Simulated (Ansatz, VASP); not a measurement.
## SnSe2: VASP beside Ansatz

```xyz
3
Lattice="3.8110 0.0000 0.0000 -1.9055 3.3004 0.0000 0.0000 0.0000 6.1360" Properties=species:S:1:pos:R:3 pbc="T T T"
Sn    0.0000    0.0000    0.0000
Se    0.0000    2.2003    1.6058
Se    1.9055    1.1001    4.5302
```

Alike in both runs: task electric field gradients; functional PBEsol; k mesh 13 × 13 × 7; occupations fermi-dirac, width 0.02 eV; no spin polarisation.

|  | VASP | Ansatz |
| --- | --- | --- |
| version | VASP 6.6.1 | Ansatz 0.2.0 |
| potentials or method | VASP PAW PBE potentials, release 64 (Sn_d, Se) | plane-wave PAW, scalar-relativistic |
| plane-wave cutoff (eV) | 520 | 420 |
| valence electrons in the cell | 26 | 46 |

```tsv
	VASP	Ansatz	Ansatz less VASP
pressure (GPa)	-0.3	-0.4	-0.10
traceless stress, the component that is largest in VASP (GPa)	-0.54	-0.55	-0.011
rms of the force components (eV/Å)	0.067	0.076	+0.0090
size of Vzz on the site where it differs most (V/Å²)	44.3	45.7	+1.43
```

VASP's potentials were made for PBE, not for PBEsol. Atom by atom the forces differ by 0.009 eV/Å (rms over components). With one functional, cell and mesh, what is left measures potentials, basis and numerics. VASP's potentials hold 26 valence electrons a cell and Ansatz's 46, so a difference there can come from the potentials and not from the codes.
